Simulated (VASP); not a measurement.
# AlAu (Pm-3m) in VASP: a series of runs, part 2 of 2

VASP 6.6.1. Earlier steps stand in the parts before.

## Step 3: Relaxation of volume and atoms at fixed shape, r2SCAN

This run uses another cell than the first one, of 16.75 Å³/atom, 1.041 times its volume.

Input file POSCAR:

```
AlAu
1.0
    3.2239420000      0.0000000000      0.0000000000
    0.0000000000      3.2239420000      0.0000000000
    0.0000000000      0.0000000000      3.2239420000
Al Au
1 1
Direct
    0.0000000000      0.0000000000      0.0000000000
    0.5000000000      0.5000000000      0.5000000000
```

Input file INCAR.step1:

```
SYSTEM = AlAu
  PREC = Accurate
  ENCUT = 600
  ISMEAR = 0
  SIGMA = 0.05
  LREAL = .FALSE.
  LASPH = .TRUE.
  NELM = 100
  GGA = PE
  ALGO = Normal
  EDIFF = 1E-4
  LWAVE = .TRUE.
  LCHARG = .FALSE.
```

Input file INCAR.step2:

```
SYSTEM = AlAu
  PREC = Accurate
  ENCUT = 600
  EDIFF = 1E-6
  ISMEAR = 0
  SIGMA = 0.05
  LREAL = .FALSE.
  LASPH = .TRUE.
  NELM = 100
  ALGO = Normal
  ISIF = 8
  LWAVE = .FALSE.
  LCHARG = .FALSE.
  METAGGA = R2SCAN
  LMIXTAU = .TRUE.
  IBRION = 2
  NSW = 80
  EDIFFG = -0.02
  ISTART = 1
```

Input file KPOINTS:

```
Automatic mesh
0
G
  13 13 13
  0 0 0
```

Potentials or basis: VASP PAW PBE potentials, release 64 (Al, Au).

Command:

```console
$ cat potpaw_PBE.64/Al/POTCAR potpaw_PBE.64/Au/POTCAR > POTCAR
$ cp INCAR.step1 INCAR
$ mpirun -np 1 vasp_std > vasp.out
$ cp INCAR.step2 INCAR
$ mpirun -np 1 vasp_std > vasp.out
```

OUTCAR:

```text
SYSTEM = AlAu
   PREC = Accurate
   ENCUT = 600
   EDIFF = 1E-6
   ISMEAR = 0
   LREAL = .FALSE.
   LASPH = .TRUE.
   NELM = 100
   ISIF = 8
   METAGGA = R2SCAN
   IBRION = 2
   NSW = 80
   EDIFFG = -0.02
   ISTART = 1

 ion  position               nearest neighbor table
   1  0.000  0.000  0.000-   2 2.79   2 2.79   2 2.79   2 2.79   2 2.79   2 2.79   2 2.79   2 2.79

   2  0.500  0.500  0.500-   1 2.79   1 2.79   1 2.79   1 2.79   1 2.79   1 2.79   1 2.79   1 2.79

  LATTYP: Found a simple cubic cell.
 ALAT       =     3.2239420000

  Lattice vectors:

 A1 = (   3.2239420000,   0.0000000000,   0.0000000000)
 A2 = (   0.0000000000,   3.2239420000,   0.0000000000)
 A3 = (   0.0000000000,   0.0000000000,   3.2239420000)

Analysis of symmetry for initial positions (statically):
=====================================================================
 Subroutine PRICEL returns:
 Original cell was already a primitive cell.

 Routine SETGRP: Setting up the symmetry group for a
 simple cubic supercell.

 Subroutine GETGRP returns: Found 48 space group operations
[... 9 lines left out ...]

 Routine SETGRP: Setting up the symmetry group for a
 simple cubic supercell.

 Subroutine GETGRP returns: Found 48 space group operations
[... 11 lines left out ...]
                                     Primitive cell

  volume of cell :      33.5090

  direct lattice vectors                    reciprocal lattice vectors
     3.223942000  0.000000000  0.000000000     0.310179277  0.000000000  0.000000000
     0.000000000  3.223942000  0.000000000     0.000000000  0.310179277  0.000000000
     0.000000000  0.000000000  3.223942000     0.000000000  0.000000000  0.310179277

  length of vectors
     3.223942000  3.223942000  3.223942000     0.310179277  0.310179277  0.310179277

  position of ions in fractional coordinates (direct lattice)
     0.000000000  0.000000000  0.000000000
     0.500000000  0.500000000  0.500000000

  ion indices of the primitive-cell ions
   primitive index   ion index
                 1           1
                 2           2

----------------------------------------------------------------------------------------

 KPOINTS: Automatic mesh
[... 78 lines left out ...]
   PSTRESS=    0.0 pullay stress
   NELECT =      14.0000    total number of electrons
   NUPDOWN=      -1.0000    fix difference up-down
   EMIN   =  10.00;   EMAX   =-10.00  energy-range for DOS
   EFERMI =   0.00;   METHOD = LEGACY
   ISMEAR =     0;   SIGMA  =   0.05  broadening in eV -4-tet -1-fermi 0-gaus
   EFERMI_NEDOS =   21; number of points for ismear=-14 and -15
   IALGO  =     38    algorithm
   IMIX   =      4    mixing-type and parameters
     AMIX     =   0.40;   BMIX     =  1.00
     AMIX_MAG =   1.60;   BMIX_MAG =  1.00
  volume/ion in A,a.u.               =      16.75       113.06
  Fermi-wavevector in a.u.,A,eV,Ry     =   1.223856  2.312752 20.379123  1.497823
  Thomas-Fermi vector in A             =   2.358952
   LORBIT       =      0    0 simple, 1 ext, 2 COOP (PROOUT), +10 PAW based schemes
   METAGGA = R2SCAN    functional components
   LHFCALC =     F    Hartree Fock is set to
   AEXX    =    0.0000 exact exchange contribution
   IVDW    =     0    specifies the selected vdW correction
   LEPSILON=     F    determine dielectric tensor
   LRPA    =     F    only Hartree local field effects (RPA)
 conjugate gradient relaxation of ions
 non-spin polarized calculation
 Gauss-broadening in eV      SIGMA  =   0.05
  energy-cutoff  :      600.00
  volume of cell :       33.51
 maximum number of plane-waves:      1141
 NGX is ok and might be reduce to    28
   NGX = 13   NGY = 13   NGZ = 13

--------------------------------------- Ionic step        1  -------------------------------------------

 number of electron      14.0000000 magnetization

 Free energy of the ion-electron system (eV)
  ---------------------------------------------------
  ext. energy  EPLUGINS =         0.00000000
  ---------------------------------------------------
  free energy    TOTEN  =       -57.77942053 eV

  energy without entropy =      -57.77844153  energy(sigma->0) =      -57.77893103

 E-fermi :   9.6003     XC(G=0): -12.4501

 val. band max:        9.5474683566   @ k =   0.3077   0.3077   0.0000
 cond. band min:       9.6025622355   @ k =   0.3077   0.3077   0.2308
 fundamental gap:      0.0550938789
 Fermi energy:         9.6002995619

 k-point     1 :       0.0000    0.0000    0.0000
  band No.  band energies     occupation
      1      -2.4133      2.00000
      2       2.6049      2.00000
      3       2.6049      2.00000
      4       4.5713      2.00000
      5       4.5713      2.00000
      6       4.5713      2.00000
      7      12.5456      0.00000
      8      12.5456      0.00000
      9      12.5456      0.00000
     10      16.9919      0.00000
     11      17.1868      0.00000
[... 393 lines left out ...]
--------------------------------------- Ionic step        3  -------------------------------------------

 number of electron      14.0000003 magnetization

 Free energy of the ion-electron system (eV)
  ---------------------------------------------------
  ext. energy  EPLUGINS =         0.00000000
  ---------------------------------------------------
  free energy    TOTEN  =       -57.80186806 eV

  energy without entropy =      -57.80082217  energy(sigma->0) =      -57.80134511

 E-fermi :  10.2184     XC(G=0): -12.6794

 val. band max:       10.2161145725   @ k =   0.2308   0.2308   0.0769
 cond. band min:      10.2369194243   @ k =   0.4615   0.4615   0.3846
 fundamental gap:      0.0208048517
 Fermi energy:        10.2184234273

 k-point     1 :       0.0000    0.0000    0.0000
  band No.  band energies     occupation
      1      -2.2151      2.00000
      2       2.8976      2.00000
      3       2.8976      2.00000
      4       5.0280      2.00000
      5       5.0280      2.00000
      6       5.0280      2.00000
      7      13.1918      0.00000
      8      13.1918      0.00000
      9      13.1918      0.00000
     10      17.8991      0.00000
     11      17.8991      0.00000
[... 351 lines left out ...]
  FREE ENERGIE OF THE ION-ELECTRON SYSTEM (eV)
  ---------------------------------------------------
  free  energy   TOTEN  =       -57.8018680601 eV

  energy  without entropy=      -57.8008221695  energy(sigma->0) =      -57.80134511

 reached required accuracy - stopping structural energy minimisation
```

OUTCAR.step1:

```text
SYSTEM = AlAu
   PREC = Accurate
   ENCUT = 600
   ISMEAR = 0
   LREAL = .FALSE.
   LASPH = .TRUE.
[... 559 lines left out ...]
      0.00000      0.00000      0.00000         0.000000      0.000000      0.000000
      1.61197      1.61197      1.61197         0.000000      0.000000      0.000000
 -----------------------------------------------------------------------------------
    total drift:                                0.000000      0.000000      0.000000

  FREE ENERGIE OF THE ION-ELECTRON SYSTEM (eV)
  ---------------------------------------------------
  free  energy   TOTEN  =        -7.4739350328 eV

  energy  without entropy=       -7.4729280332  energy(sigma->0) =       -7.47343153
```

OSZICAR.step1:

```text
N       E                     dE             d eps       ncg     rms          rms(c)
DAV:   1     0.598467186077E+02    0.59847E+02   -0.69762E+03  1864   0.125E+03
DAV:   2    -0.676119110082E+01   -0.66608E+02   -0.61680E+02  2024   0.213E+02
DAV:   3    -0.824728495394E+01   -0.14861E+01   -0.14651E+01  2179   0.307E+01
DAV:   4    -0.825699383984E+01   -0.97089E-02   -0.97071E-02  2013   0.295E+00
DAV:   5    -0.825709261511E+01   -0.98775E-04   -0.98774E-04  2181   0.323E-01    0.819E+00
DAV:   6    -0.752736716378E+01    0.72973E+00   -0.36423E+00  1923   0.192E+01    0.516E+00
DAV:   7    -0.749154348697E+01    0.35824E-01   -0.59478E-02  1920   0.272E+00    0.279E+00
DAV:   8    -0.747406901876E+01    0.17474E-01   -0.15467E-02  2020   0.920E-01    0.306E-01
DAV:   9    -0.747395531939E+01    0.11370E-03   -0.45841E-04  2055   0.213E-01    0.970E-02
DAV:  10    -0.747393503285E+01    0.20287E-04   -0.77287E-05  1023   0.814E-02
   1 F= -.74739350E+01 E0= -.74734315E+01  d E =-.100700E-02
```

Wall time 3.7 min (1 thread of Intel Xeon Platinum 8488C (Sapphire Rapids), shared host); peak memory 0.19 GiB.

What came out:

| Quantity | Value |
| --- | --- |
| Free energy | -57.8019 eV |
| Relaxed volume | 16.07 Å³/atom |
| Relaxed cell | a = 3.179 Å, b = 3.179 Å, c = 3.179 Å, α = 90.00°, β = 90.00°, γ = 90.00° |
| Space group after relaxing (to 0.05 Å) | Pm-3m (No. 221) |
| Energy gained by relaxing | 11.2 meV/atom |
| Ionic steps | 3 |
| Pressure after relaxing | 0.0 GPa |
| Band gap on the k mesh | zero (band 7 reaches 13.19 eV, above the bottom of band 8 at 9.09 eV) |

Step by step:
| step | energy change (eV) | largest force (eV/Å) | pressure (GPa) | volume (Å³) |
| --- | --- | --- | --- | --- |
| 1 | 0.0000 | 0.0000 | -4.97 | 33.51 |
| 2 | -0.0065 | 0.0000 | 4.93 | 31.05 |
| 3 | -0.0224 | 0.0000 | -0.01 | 32.13 |

Final structure:
```xyz
2
Lattice="3.1791 0.0000 0.0000 0.0000 3.1791 0.0000 0.0000 0.0000 3.1791" Properties=species:S:1:pos:R:3 pbc="T T T"
Al    0.0000    0.0000    0.0000
Au    1.5896    1.5896    1.5896
```

Levels at points of the mesh, in eV from the Fermi level:
```
           k point  band 3  band 4  band 5  band 6  band 7  band 8  band 9  band 10  band 11
(0.00, 0.00, 0.00)   -7.32   -5.19   -5.19   -5.19    2.97    2.97    2.97     7.68     7.68
```

Caveat: the PAW data sets were made with another functional, which shifts forces and pressure a little; spin-orbit coupling is left out, which moves the levels of the heavy elements.
